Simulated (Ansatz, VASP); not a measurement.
## K3I2Br in VASP and in Ansatz

```
K I Br
1.0
     4.59330    0.00000    0.00000
    -2.29665    3.97791    0.00000
     0.00000    0.00000   11.10530
K I Br
3 2 1
Direct
  0.00000 0.00000 0.50000
  0.33333 0.66667 0.14879
  0.66667 0.33333 0.85121
  0.33333 0.66667 0.67560
  0.66667 0.33333 0.32440
  0.00000 0.00000 0.00000
```

Alike in both runs: functional LDA; k mesh 6 × 6 × 2; occupations gaussian, width 0.05 eV; no spin polarisation.

Ansatz relaxed the structure, and its values are those at the end. VASP's run is a single point on that final structure, the one shown.

```csv
,VASP,Ansatz
version,VASP 6.6.1,Ansatz 0.2.0
potentials or method,"VASP PAW LDA potentials, release 64 (K_sv, I, Br), cutoff 520 eV","scalar-relativistic, plane waves, PAW"
valence electrons in the cell,48,68
```

```csv
,VASP,Ansatz,Ansatz less VASP
gap on the k mesh at the Fermi level (eV),4.02,4.01,-0.008
least direct gap on the mesh (eV),4.02,4.01,-0.008
pressure (GPa),2.1,2.0,-0.11
```

LDA's correlation is that of Perdew and Zunger in VASP and of Perdew and Wang (1992) in Ansatz. VASP's potentials hold 48 valence electrons a cell and Ansatz's 68, so a difference there can come from the potentials and not from the codes. Ansatz's warnings: stress scf threshold loose.

Neither program's run includes spin-orbit coupling.
